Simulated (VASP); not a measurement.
Set up this calculation in VASP 6.6.1, as the native input.

| Item | Value |
| --- | --- |
| Task | single point |
| Functional | r2SCAN |
| Potentials or basis | VASP PAW PBE potentials, release 64 (Y_sv) |
| Cutoff | 520 eV |
| k mesh | 8 × 8 × 5 |
| Occupations | fermi-dirac, width 0.1 eV |
| Spin | no spin polarisation |
| Dipole correction | no |
| Further INCAR settings | ALGO = Normal; EDIFF = 1e-06; NBANDS = 18 |

Y:

```
Y
1.0
     3.69267    0.00000    0.00000
    -1.84633    3.19795    0.00000
     0.00000    0.00000    5.74679
Y
2
Direct
  0.33333 0.66667 0.25000
  0.66667 0.33333 0.75000
```

One way to write it, as run:

POSCAR

```
Y
1.0
    3.6926688715      0.0000000000      0.0000000000
   -1.8463344358      3.1979450505      0.0000000000
    0.0000000000      0.0000000000      5.7467909280
Y
2
Direct
    0.3333333333      0.6666666667      0.2500000000
    0.6666666667      0.3333333333      0.7500000000
```

INCAR.step1

```
PREC = Accurate
ENCUT = 520
ISMEAR = -1
SIGMA = 0.1
LREAL = False
LASPH = True
NELM = 100
NBANDS = 18
GGA = PE
ALGO = Normal
EDIFF = 1E-4
LWAVE = True
LCHARG = False
```

INCAR.step2

```
PREC = Accurate
ENCUT = 520
EDIFF = 1E-6
ISMEAR = -1
SIGMA = 0.1
LREAL = False
LASPH = True
NELM = 100
ALGO = Normal
ISIF = 2
LWAVE = False
LCHARG = False
METAGGA = R2SCAN
LMIXTAU = True
NBANDS = 18
ISTART = 1
```

KPOINTS

```
Automatic mesh
0
Gamma
  8 8 5
```

Potentials or basis: VASP PAW PBE potentials, release 64 (Y_sv).

Command:

```bash
$ cat potpaw_PBE.64/Y_sv/POTCAR > POTCAR
$ cp INCAR.step1 INCAR
$ mpirun -np 1 vasp_std > vasp.out
$ cp INCAR.step2 INCAR
$ mpirun -np 1 vasp_std > vasp.out
```

It gave:

| Quantity | Value |
| --- | --- |
| Pressure | -0.4 GPa |
| Band gap on the k mesh | zero (bands 11 and 12 overlap by 1.35 eV) |

Caveat: the PAW data sets were made with another functional, which shifts forces and pressure a little.

Wall time 4.9 min on 1 thread of Intel Xeon 8259CL (shared host), peak memory 0.22 GiB.
